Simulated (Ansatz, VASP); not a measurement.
AlNi: VASP beside Ansatz

File INCAR:

```
PREC = Accurate ; ENCUT = 520
EDIFF = 1E-6 ; ISMEAR = 0
SIGMA = 0.15 ; LREAL = F
LASPH = T ; NELM = 60
ALGO = Normal ; ISIF = 2
LWAVE = F ; LCHARG = F
GGA = PS ; NBANDS = 14
```

KPOINTS

```
regular mesh
0
Gamma
  16 16 16
```

The input POSCAR:

```
AlNi
1.0
    2.8140309241      0.0000000000      0.0000000000
    0.0000000000      2.8140309241      0.0000000000
    0.0000000000      0.0000000000      2.8140309241
Al Ni
1 1
Direct
    0.0000000000      0.0000000000     -0.0199173717
    0.5000000000      0.5000000000      0.5091560777
```

Input for Ansatz:

```yaml
crystal:
  lattice:
    - [2.8140309241, 0.0, 0.0]
    - [0.0, 2.8140309241, 0.0]
    - [0.0, 0.0, 2.8140309241]
  atoms:
    - { symbol: Al, position: [0.0, 0.0, -0.0199173717] }
    - { symbol: Ni, position: [0.5, 0.5, 0.5091560777] }
basis:
  ecutwfc: 520.0
kpoints:
  mp_grid: { grid: [16, 16, 16] }
hamiltonian:
  xc: pbesol
  pseudopotentials: { kind: paw, azcp: { folder: soft_1 } }
scf:
  occupations: { method: gaussian, width: 0.15 }
output:
  forces: true
  stress: true
  eigenvalues: true
```

Change from the starting cell: mode 6 frozen in at -0.057 Å, equal normal strain along x, y and z -0.0167.

Alike in both runs: task single point; functional PBEsol; k mesh 16 × 16 × 16; occupations gaussian, width 0.15 eV; no spin polarisation.

```csv
,VASP,Ansatz
version,VASP 6.6.1,Ansatz 0.2.0
potentials or method,"VASP PAW PBE potentials, release 64 (Al, Ni), cutoff 520 eV","scalar-relativistic, plane waves, PAW"
valence electrons in the cell,13,21
```

```csv
,VASP,Ansatz,Ansatz less VASP
gap on the k mesh at the Fermi level (eV),none,none,-
pressure (GPa),10.6,10.3,-0.25
"traceless stress, the component that is largest in VASP (GPa)",-0.33,-0.33,+0.006
rms of the force components (eV/Å),0.358,0.355,-0.0030
```

VASP's potentials were made for PBE, not for PBEsol, and Ansatz warns of the same on its side. Atom by atom the forces differ by 0.003 eV/Å (rms over components). A gap of «none» marks a metal or a gap that the smearing closes. VASP's potentials hold 13 valence electrons a cell and Ansatz's 21, so a difference there can come from the potentials and not from the codes.
